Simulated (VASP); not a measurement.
## Ag: relaxation of cell and atoms with PBEsol

The system is Ag.

```
Ag
1.0
     0.00000    2.81000    2.81000
     2.81000    0.00000    2.81000
     2.81000    2.81000    0.00000
Ag
2
Cartesian
  5.6200 5.6200 5.6200
  1.4050 1.4050 1.4050
```

This isn't the form of Ag at room conditions, which is fcc.

* Program: VASP 6.6.1
* Task: relaxation of cell and atoms
* Functional: PBEsol
* Potentials or basis: VASP PAW PBE potentials, release 64 (Ag)
* Cutoff: 500 eV
* k mesh: 13 × 13 × 13
* Occupations: fermi-dirac, width 0.1 eV
* Spin: no spin polarisation
* Dipole correction: no
* Further INCAR settings: ALGO = Normal; EDIFF = 1e-07; IBRION = 2; EDIFFG = -0.02; NSW = 80; ISIF = 3

```json
{
  "Relaxed volume": "27.47 Å³/atom",
  "Relaxed cell": "a = 4.267 Å, b = 4.267 Å, c = 4.267 Å, α = 60.00°, β = 60.00°, γ = 60.00°",
  "Space group after relaxing (to 0.1 Å)": "Fd-3m (No. 227)",
  "Energy gained by relaxing": "211.7 meV/atom",
  "Ionic steps": "4",
  "Pressure after relaxing": "0.0 GPa",
  "Band gap on the k mesh": "zero (bands 11 and 12 overlap by 0.85 eV)"
}
```

The path:
```csv
step,energy change (eV),largest force (eV/Å),pressure (GPa),volume (Å³)
1,0.0000,0.0000,16.16,44.38
2,-0.3642,0.0000,-3.16,60.36
3,-0.4234,0.0000,0.17,54.69
4,-0.4235,0.0000,-0.04,54.95
```

Final structure:
```
Ag
1.0
     0.00000    3.01747    3.01747
     3.01747    0.00000    3.01747
     3.01747    3.01747    0.00000
Ag
2
Direct
  0.00000 0.00000 0.00000
  0.25000 0.25000 0.25000
```

Levels at points of the mesh, in eV from the Fermi level:
```csv
k point,band 8,band 9,band 10,band 11,band 12,band 13,band 14,band 15
"(0.00, 0.00, 0.00)",-3.23,-3.23,-2.56,-2.56,9.07,9.07,9.07,9.73
```

Run time: 2.2 min on 1 thread of Intel(R) Xeon(R) Platinum 8259CL CPU @ 2.50GHz (Skylake/Cascade Lake) (shared host), peak memory 0.2 GiB.

Caveat: the volume moved by over 15 % at a fixed basis, so the end points are rough; the PAW data sets were made with another functional, which shifts forces and pressure a little.
